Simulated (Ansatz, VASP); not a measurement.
NaCl in VASP and in Ansatz

Contents of POSCAR:

```
NaCl
1.0
    3.4595458649      0.0000000000      0.0000000000
    0.0000000000      3.4595458649      0.0000000000
    0.0000000000      0.0000000000      3.4595458649
Na Cl
1 1
Direct
    0.0000000000      0.0000000000      0.0000000000
    0.5000000000      0.5000000000      0.5000000000
```

Contents of INCAR.step1:

```
PREC     = Accurate       # precision mode
ENCUT    = 520            # plane-wave cutoff, eV
ISMEAR   = 0              # smearing method
SIGMA    = 0.01           # smearing width, eV
LREAL    = False          # projectors in reciprocal space
LASPH    = True           # aspherical terms in the spheres
NELM     = 100            # most SCF steps
NBANDS   = 14             # bands
GGA      = PE             # functional
ALGO     = Normal         # electronic algorithm
EDIFF    = 1E-4           # SCF threshold, eV
LWAVE    = True           # write WAVECAR
LCHARG   = False          # write CHGCAR
```

Contents of INCAR.step2:

```
PREC     = Accurate       # precision mode
ENCUT    = 520            # plane-wave cutoff, eV
EDIFF    = 1E-6           # SCF threshold, eV
ISMEAR   = 0              # smearing method
SIGMA    = 0.01           # smearing width, eV
LREAL    = False          # projectors in reciprocal space
LASPH    = True           # aspherical terms in the spheres
NELM     = 100            # most SCF steps
ALGO     = Normal         # electronic algorithm
ISIF     = 2              # what is computed and relaxed
LWAVE    = False          # write WAVECAR
LCHARG   = False          # write CHGCAR
METAGGA  = R2SCAN         # meta-GGA
LMIXTAU  = True         
NBANDS   = 14             # bands
ISTART   = 1
```

KPOINTS

```
regular mesh
0
Gamma
  6 6 6
```

Input for Ansatz:

```yaml
crystal:
  lattice:
    - [3.4595458649, 0.0, 0.0]
    - [0.0, 3.4595458649, 0.0]
    - [0.0, 0.0, 3.4595458649]
  atoms:
    - { symbol: Na, position: [0.0, 0.0, 0.0] }
    - { symbol: Cl, position: [0.5, 0.5, 0.5] }
kpoints:
  mp_grid: { grid: [6, 6, 6] }
hamiltonian:
  xc: r2scan
scf:
  occupations: { method: fixed }
  n_extra_bands: 4
output:
  forces: true
  stress: true
  eigenvalues: true
```

Alike in both runs: task single point; functional r2SCAN; k mesh 6 × 6 × 6; no spin polarisation.

```csv
,VASP,Ansatz
version,VASP 6.6.1,Ansatz 0.2.0
potentials or method,"VASP PAW PBE potentials, release 64 (Na_pv, Cl)","plane waves, PAW"
plane-wave cutoff (eV),520,500
occupations,"gaussian, width 0.01 eV",fixed
valence electrons in the cell,14,16
```

Ansatz gave:

- gap on the k mesh at the Fermi level (eV): 4.92
- pressure (GPa): 0.0

Problem. Which values does VASP return?

Solution. gap on the k mesh at the Fermi level (eV): 4.95; pressure (GPa): -0.3.

VASP's potentials were made for PBE, not for r2SCAN. VASP's potentials hold 14 valence electrons a cell and Ansatz's 16, so a difference there can come from the potentials and not from the codes.
